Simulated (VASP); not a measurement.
## CoPdO2: single point with LDA+U

Crystal: CoPdO2.

```
CELL_PARAMETERS angstrom
1.42250 0.82128 5.96000
-1.42250 0.82128 5.96000
0.00000 -1.64256 5.96000
ATOMIC_POSITIONS crystal
Co 0.50000 0.50000 0.50000
Pd 0.00000 0.00000 0.00000
O 0.11215 0.11215 0.11215
O 0.88785 0.88785 0.88785
```

- Program: VASP 6.6.1
- Task: single point
- Functional: LDA
- Potentials or basis: VASP PAW LDA potentials, release 64 (Co, Pd, O)
- Cutoff: 600 eV
- k mesh: 8 × 8 × 8
- Occupations: gaussian, width 0.05 eV
- Spin: collinear spin
- Starting moments: [0.01, 0.04, 0.0, 0.0] μB
- Hubbard terms: Co d U = 1.0 eV, Pd d U = 1.0 eV
- Dipole correction: no
- Further INCAR settings: ALGO = Normal; EDIFF = 1e-06; NBANDS = 28

```
Pressure                                              : -16.5 GPa
Largest force                                         : 0.313 eV/Å
Net moment                                            : 0.10 μB per cell
Site moments                                          : Co +0.01; Pd +0.07; O +0.00 μB
Valence electrons inside the program's atomic spheres : Co 8.43; Pd 9.43; O 4.95
```

Forces in eV/Å, atoms in the order of the input:
```
Co   0.000  0.000  0.000
Pd   0.000  0.000  0.000
O    0.000  0.000  0.313
O    0.000  0.000 -0.313
```

Stress tensor (GPa, compression positive):
```
-14.48   0.00   0.00
  0.00 -14.48   0.00
  0.00   0.00 -20.41
```

Levels at points of the mesh, in eV from the Fermi level:
Spin up:
```tsv
k point	band 12	band 13	band 14	band 15	band 16	band 17	band 18	band 19	band 20	band 21
(0.00, 0.00, 0.00)	-1.66	-1.66	-1.38	-1.38	-0.98	2.27	2.27	3.17	6.64	9.46
(0.50, 0.00, 0.00)	-1.23	-0.97	-0.70	-0.26	1.01	1.54	1.86	3.77	8.47	10.84
(0.50, 0.50, 0.00)	-1.52	-0.97	-0.74	-0.26	0.36	2.17	2.28	3.80	9.21	9.88
(0.50, 0.50, 0.50)	-1.54	-1.54	-0.63	-0.63	-0.49	1.98	1.98	4.34	5.52	9.44
```
Spin down:
```csv
k point,band 14,band 15,band 16,band 17,band 18,band 19
"(0.00, 0.00, 0.00)",-1.36,-1.36,-0.96,2.28,2.28,3.21
"(0.50, 0.00, 0.00)",-0.68,-0.19,1.08,1.55,1.87,3.80
"(0.50, 0.50, 0.00)",-0.72,-0.19,0.40,2.18,2.32,3.83
"(0.50, 0.50, 0.50)",-0.61,-0.61,-0.47,1.99,1.99,4.38
```

Eigenvalues of the final occupation matrices:
| site | spin | trace | eigenvalues |
| --- | --- | --- | --- |
| site 1 d | 1 | 3.70 | 0.44 0.44 0.93 0.93 0.95 |
| site 1 d | 2 | 3.69 | 0.44 0.44 0.94 0.94 0.94 |
| site 2 d | 1 | 4.31 | 0.65 0.90 0.90 0.93 0.93 |
| site 2 d | 2 | 4.25 | 0.62 0.89 0.89 0.93 0.93 |

Run time: 26 min on 1 thread of Oxide Virtual Turin-like Processor (shared host), peak memory 0.36 GiB.

Caveat: the stress differs along the axes, from -20 to -14 GPa.
